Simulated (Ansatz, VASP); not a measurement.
# BeSe3: VASP beside Ansatz

```xyz
8
Lattice="-5.2214 -0.0034 0.1994 -0.0034 -5.2246 -0.0995 -0.4769 -0.9778 7.4674" Properties=species:S:1:pos:R:3 pbc="T T T"
Be   -0.0162   -0.0116    0.0017
Be   -2.6248   -2.6270    0.0514
Se   -1.7675   -2.3484    6.2266
Se   -4.5311   -4.8107    6.2856
Se   -3.7997   -1.2611    1.3743
Se   -1.3342   -4.0148    1.2313
Se   -5.1103   -2.6647    2.8000
Se   -3.1424   -0.8825    4.9309
```

Alike in both runs: task single point; functional PBE; k mesh 4 × 4 × 2; occupations gaussian, width 0.1 eV; no spin polarisation.

|  | VASP | Ansatz |
| --- | --- | --- |
| version | VASP 6.6.1 | Ansatz 0.2.0 |
| potentials or method | VASP PAW PBE potentials, release 64 (Be, Se), cutoff 520 eV | scalar-relativistic, plane waves, PAW |
| valence electrons in the cell | 40 | 100 |

|  | VASP | Ansatz | Ansatz less VASP |
| --- | --- | --- | --- |
| gap on the k mesh at the Fermi level (eV) | 0.65 | 0.65 | +0.002 |
| least direct gap on the mesh (eV) | 0.66 | 0.66 | +0.004 |
| pressure (GPa) | 0.1 | 0.0 | -0.11 |
| rms of the force components (eV/Å) | 0.011 | 0.005 | -0.0064 |

Atom by atom the forces differ by 0.010 eV/Å (rms over components). VASP's potentials hold 40 valence electrons a cell and Ansatz's 100, so a difference there can come from the potentials and not from the codes.

The k mesh is coarse, so the values compare programs but aren't converged.
